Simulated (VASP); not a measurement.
Here is a VASP 6.6.1 calculation.

File INCAR:

```
SYSTEM = P
PREC     = Accurate       ! precision mode
ENCUT    = 600            ! plane-wave cutoff, eV
EDIFF    = 1E-6           ! SCF threshold, eV
ISMEAR   = 0              ! smearing method
SIGMA    = 0.1            ! smearing width, eV
LREAL    = .FALSE.        ! projectors in reciprocal space
LASPH    = .TRUE.         ! aspherical terms in the spheres
NELM     = 60             ! most SCF steps
ALGO     = Normal         ! electronic algorithm
ISIF     = 3              ! what is computed and relaxed
LWAVE    = .FALSE.        ! write WAVECAR
LCHARG   = .FALSE.        ! write CHGCAR
GGA      = PE             ! functional
IBRION   = 2              ! ionic algorithm
NSW      = 90             ! ionic steps
EDIFFG   = -0.04          ! ionic threshold
```

KPOINTS

```
regular mesh
0
G
  6 6 6
  0 0 0
```

POSCAR

```
P
1.0
    4.0347473501      0.0000000000      0.0000000000
   -2.0173736750      3.4941937030      0.0000000000
    0.0000000000      0.0000000000      2.5042967216
P
2
Direct
    0.3333333333      0.6666666667      0.0000000000
    0.6666666667      0.3333333333      0.0000000000
```

Potentials or basis: VASP PAW PBE potentials, release 64 (P).

Launch:

```console
$ cat potpaw_PBE.64/P/POTCAR > POTCAR
$ mpirun -np 1 vasp_std > vasp.out
```

Estimate the space group after relaxing (to 0.1 Å).

P6/mmm (No. 191).

Estimate the relaxed cell.

a = 4.168 Å, b = 4.168 Å, c = 2.305 Å, α = 90.00°, β = 90.00°, γ = 120.00°.

Final structure:
```
P
1.0
     4.16806    0.00000    0.00000
    -2.08403    3.60965    0.00000
     0.00000    0.00000    2.30540
P
2
Direct
  0.33333 0.66667 0.00000
  0.66667 0.33333 0.00000
```

Caveat: the k points lie up to 0.45 Å⁻¹ apart in the final cell, too coarse for converged energies and pressures of a metal.
